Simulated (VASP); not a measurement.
# TiB2 (P6/mmm) in VASP: a series of runs, part 2 of 2

VASP 6.6.1. The steps go on from the part before.

**3. Relaxation of cell and atoms, r2SCAN+D4**

POSCAR

```
TiB2
1.0
    3.0292000000      0.0000000000      0.0000000000
   -1.5146000000      2.6233640000      0.0000000000
    0.0000000000      0.0000000000      3.2284000000
Ti B
1 2
Direct
    0.0000000000      0.0000000000      0.0000000000
    0.3333333333      0.6666666667      0.5000000000
    0.6666666667      0.3333333333      0.5000000000
```

INCAR.step1

```
  ALGO = Normal
  EDIFF = 1E-4
  ENCUT = 600
  GGA = PE
  ISMEAR = 1
  LASPH = True
  LCHARG = False
  LREAL = False
  LWAVE = True
  NELM = 60
  PREC = Accurate
  SIGMA = 0.05
```

INCAR.step2

```
  ALGO = Normal
  EDIFF = 1E-6
  EDIFFG = -0.01
  ENCUT = 600
  IBRION = 2
  ISIF = 3
  ISMEAR = 1
  ISTART = 1
  IVDW = 13
  LASPH = True
  LCHARG = False
  LMIXTAU = True
  LREAL = False
  LWAVE = False
  METAGGA = R2SCAN
  NELM = 60
  NSW = 80
  PREC = Accurate
  SIGMA = 0.05
  VDW_A1 = 0.51559235
  VDW_A2 = 5.77342911
  VDW_S6 = 1.0
  VDW_S8 = 0.6018749
```

KPOINTS

```
k-points
0
Gamma
  13 13 10
```

Potentials or basis: VASP PAW PBE potentials, release 64 (Ti_sv, B).

Launch:

```bash
cat potpaw_PBE.64/Ti_sv/POTCAR potpaw_PBE.64/B/POTCAR > POTCAR
cp INCAR.step1 INCAR
mpirun -np 1 vasp_std > vasp.out
cp INCAR.step2 INCAR
mpirun -np 1 vasp_std > vasp.out
```

OUTCAR:

```text
EDIFF = 1E-6
   EDIFFG = -0.01
   ENCUT = 600
   IBRION = 2
   ISIF = 3
   ISMEAR = 1
   ISTART = 1
   IVDW = 13
   LASPH = True
   LREAL = False
   METAGGA = R2SCAN
   NELM = 60
   NSW = 80
   PREC = Accurate

 ion  position               nearest neighbor table
   1  0.000  0.000  0.000-   2 2.38   2 2.38   3 2.38   3 2.38   2 2.38   3 2.38   2 2.38   3 2.38
                             3 2.38   3 2.38   2 2.38   2 2.38
   2  0.333  0.667  0.500-   3 1.75   3 1.75   3 1.75   1 2.38   1 2.38   1 2.38   1 2.38   1 2.38
                             1 2.38
   3  0.667  0.333  0.500-   2 1.75   2 1.75   2 1.75   1 2.38   1 2.38   1 2.38   1 2.38   1 2.38
                             1 2.38

  LATTYP: Found a hexagonal cell.
 ALAT       =     3.0292000000
 C/A-ratio  =     1.0657599366

  Lattice vectors:

 A1 = (   3.0292000000,   0.0000000000,   0.0000000000)
 A2 = (  -1.5146000000,   2.6233640000,   0.0000000000)
 A3 = (   0.0000000000,   0.0000000000,   3.2284000000)

Analysis of symmetry for initial positions (statically):
=====================================================================
 Subroutine PRICEL returns:
 Original cell was already a primitive cell.

 Routine SETGRP: Setting up the symmetry group for a
 hexagonal supercell.

 Subroutine GETGRP returns: Found 24 space group operations
 (whereof 24 operations were pure point group operations)
 out of a pool of 24 trial point group operations.

The static configuration has the point symmetry D_6h.

Analysis of symmetry for dynamics (positions and initial velocities):
[... 163 lines left out ...]

------------------------ aborting loop because EDIFF is reached ----------------------------------------

  DFT-D4 for vdW energy calculation

  Edisp (eV):   -0.38912
[... 155 lines left out ...]
--------------------------------------- Ionic step        5  -------------------------------------------

 number of electron      18.0000004 magnetization

 Free energy of the ion-electron system (eV)
  ---------------------------------------------------
  ext. energy  EPLUGINS =         0.00000000
  ---------------------------------------------------
  free energy    TOTEN  =       -30.97254453 eV

  energy without entropy =      -30.97238245  energy(sigma->0) =      -30.97249050

 E-fermi :  10.3080     XC(G=0): -13.8107

 val. band max:       10.2572236786   @ k =   0.0000   0.0000   0.2000
 cond. band min:      10.3138956821   @ k =   0.0769   0.0000   0.4000
 fundamental gap:      0.0566720035
 Fermi energy:        10.3080260919

 k-point     1 :       0.0000    0.0000    0.0000
  band No.  band energies     occupation
      1     -49.0857      2.00000
      2     -24.4004      2.00000
      3     -24.0702      2.00000
      4     -24.0701      2.00000
      5      -4.2729      2.00000
      6       7.4641      2.00000
      7       7.4641      2.00000
      8       7.6926      2.00000
      9       8.0638      2.00000
     10      12.2989      0.00000
     11      12.2989      0.00000
     12      14.2035      0.00000
     13      14.2035      0.00000
[... 354 lines left out ...]
  band No.  band energies     occupation
      1     -49.0713      2.00000
      2     -24.4046      2.00000
      3     -24.1654      2.00000
      4     -24.0901      2.00000
      5      -3.6652      2.00000
      6       6.2001      2.00000
      7       6.5547      2.00000
      8       7.3873      2.00000
      9       8.8899      2.00000
     10      11.7602      0.00000
     11      12.2753      0.00000
     12      13.5040      0.00000
     13      13.5240      0.00000

 [... further k-points ...]

------------------------ aborting loop because EDIFF is reached ----------------------------------------

  DFT-D4 for vdW energy calculation

  Edisp (eV):   -0.39464
[... 26 lines left out ...]
  FREE ENERGIE OF THE ION-ELECTRON SYSTEM (eV)
  ---------------------------------------------------
  free  energy   TOTEN  =       -31.3671800877 eV

  energy  without entropy=      -31.3670180097  energy(sigma->0) =      -31.36712606

 reached required accuracy - stopping structural energy minimisation
```

OSZICAR.step1:

```text
N       E                     dE             d eps       ncg     rms          rms(c)
DAV:   1     0.136297905257E+03    0.13630E+03   -0.10167E+04  3276   0.175E+03
DAV:   2    -0.184486757200E+02   -0.15475E+03   -0.15052E+03  3336   0.415E+02
DAV:   3    -0.291999207148E+02   -0.10751E+02   -0.10567E+02  4807   0.997E+01
DAV:   4    -0.295881086842E+02   -0.38819E+00   -0.38470E+00  4281   0.172E+01
DAV:   5    -0.295990568427E+02   -0.10948E-01   -0.10947E-01  4745   0.265E+00    0.167E+01
DAV:   6    -0.243964493017E+02    0.52026E+01   -0.26618E+01  4335   0.597E+01    0.383E+00
DAV:   7    -0.244296960069E+02   -0.33247E-01   -0.17355E+00  3698   0.156E+01    0.328E+00
DAV:   8    -0.244384049583E+02   -0.87090E-02   -0.16668E-01  4758   0.377E+00    0.754E-01
DAV:   9    -0.244317806664E+02    0.66243E-02   -0.70427E-02  4394   0.356E+00    0.283E-01
DAV:  10    -0.244310356988E+02    0.74497E-03   -0.52391E-03  4086   0.101E+00    0.665E-02
DAV:  11    -0.244310500984E+02   -0.14400E-04   -0.37382E-04  3650   0.257E-01
   1 F= -.24431050E+02 E0= -.24431011E+02  d E =-.116983E-03
```

Wall time 3.3 min (1 thread of Intel Xeon 6975P-C (Granite Rapids), shared host); peak memory 0.19 GiB.

Results:

```yaml
Free_energy: -31.3672 eV
Relaxed_volume: 8.45 Å³/atom
Relaxed_cell: a = 3.019 Å, b = 3.019 Å, c = 3.211 Å, α = 90.00°, β = 90.00°, γ = 120.00°
Space_group_after_relaxing_to_0.05_Å: P6/mmm (No. 191)
Energy_gained_by_relaxing: 1.0 meV/atom
Ionic_steps: 5
Pressure_after_relaxing: -0.1 GPa
Band_gap_on_the_k_mesh: zero (band 9 reaches 10.61 eV, above the bottom of band 10 at 10.05 eV)
Dispersion_energy_per_atom: -0.132 eV
```

Step by step:
| step | energy change (eV) | largest force (eV/Å) | pressure (GPa) | volume (Å³) |
| --- | --- | --- | --- | --- |
| 1 | 0.0000 | 0.0000 | -3.14 | 25.66 |
| 2 | 0.0001 | 0.0000 | 3.37 | 25.04 |
| 3 | -0.0031 | 0.0000 | 0.03 | 25.35 |
| 4 | -0.0031 | 0.0000 | -0.02 | 25.35 |
| 5 | -0.0031 | 0.0000 | -0.06 | 25.35 |

Final structure:
```
CELL_PARAMETERS angstrom
3.01913 0.00000 0.00000
-1.50956 2.61464 0.00000
0.00000 0.00000 3.21100
ATOMIC_POSITIONS crystal
Ti 0.00000 0.00000 0.00000
B 0.33333 0.66667 0.50000
B 0.66667 0.33333 0.50000
```

Caveat: the PAW data sets were made with another functional, which shifts forces and pressure a little; pairwise dispersion overbinds metals, which lowers pressure and volume.
